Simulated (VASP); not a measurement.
Write the native input for VASP 6.6.1 that does the following.

- Task: single point
- Functional: r2SCAN
- Potentials or basis: VASP PAW PBE potentials, release 64 (Na_pv, Cl)
- Cutoff: 520 eV
- k mesh: 7 × 7 × 3
- Occupations: fermi-dirac, width 0.1 eV
- Spin: no spin polarisation
- Dipole correction: no
- Further INCAR settings: ALGO = Normal; EDIFF = 1e-06; NBANDS = 22

Na3Cl:

```
CELL_PARAMETERS angstrom
3.43930 0.00000 0.00000
0.00000 3.43930 0.00000
0.00000 0.00000 9.35875
ATOMIC_POSITIONS crystal
Na 0.00000 0.00000 0.50000
Na 0.50000 0.50000 0.82567
Na 0.50000 0.50000 0.17433
Cl 0.00000 0.00000 0.00000
```

The input as run:

POSCAR

```
Na3Cl
1.0
    3.4392968394      0.0000000000      0.0000000000
    0.0000000000      3.4392968394      0.0000000000
    0.0000000000      0.0000000000      9.3587472796
Na Cl
3 1
Direct
    0.0000000000      0.0000000000      0.5000000000
    0.5000000000      0.5000000000      0.8256670200
    0.5000000000      0.5000000000      0.1743329800
    0.0000000000      0.0000000000      0.0000000000
```

INCAR.step1

```
SYSTEM = Na3Cl
PREC     = Accurate       ! precision mode
ENCUT    = 520            ! plane-wave cutoff, eV
ISMEAR   = -1             ! smearing method
SIGMA    = 0.1            ! smearing width, eV
LREAL    = .FALSE.        ! projectors in reciprocal space
LASPH    = .TRUE.         ! aspherical terms in the spheres
NELM     = 60             ! most SCF steps
NBANDS   = 22             ! bands
GGA      = PE             ! functional
ALGO     = Normal         ! electronic algorithm
EDIFF    = 1E-4           ! SCF threshold, eV
LWAVE    = .TRUE.         ! write WAVECAR
LCHARG   = .FALSE.        ! write CHGCAR
```

INCAR.step2

```
SYSTEM = Na3Cl
PREC     = Accurate       ! precision mode
ENCUT    = 520            ! plane-wave cutoff, eV
EDIFF    = 1E-6           ! SCF threshold, eV
ISMEAR   = -1             ! smearing method
SIGMA    = 0.1            ! smearing width, eV
LREAL    = .FALSE.        ! projectors in reciprocal space
LASPH    = .TRUE.         ! aspherical terms in the spheres
NELM     = 60             ! most SCF steps
ALGO     = Normal         ! electronic algorithm
ISIF     = 2              ! what is computed and relaxed
LWAVE    = .FALSE.        ! write WAVECAR
LCHARG   = .FALSE.        ! write CHGCAR
METAGGA  = R2SCAN         ! meta-GGA
LMIXTAU  = .TRUE.       
NBANDS   = 22             ! bands
ISTART   = 1
```

KPOINTS

```
Automatic mesh
0
G
  7 7 3
  0 0 0
```

Potentials or basis: VASP PAW PBE potentials, release 64 (Na_pv, Cl).

Launch:

```sh
$ cat potpaw_PBE.64/Na_pv/POTCAR potpaw_PBE.64/Cl/POTCAR > POTCAR
$ cp INCAR.step1 INCAR
$ mpirun -np 1 vasp_std > vasp.out
$ cp INCAR.step2 INCAR
$ mpirun -np 1 vasp_std > vasp.out
```

It gave:

```
Pressure               : 0.9 GPa
Largest force          : 0.069 eV/Å
Band gap on the k mesh : zero (band 14 reaches 3.90 eV, above the bottom of band 15 at 0.72 eV)
```

Caveat: the PAW data sets were made with another functional, which shifts forces and pressure a little.

Wall time 5 min on 1 thread of Intel(R) Xeon(R) Platinum 8259CL CPU @ 2.50GHz (Skylake/Cascade Lake) (shared host), peak memory 0.24 GiB.
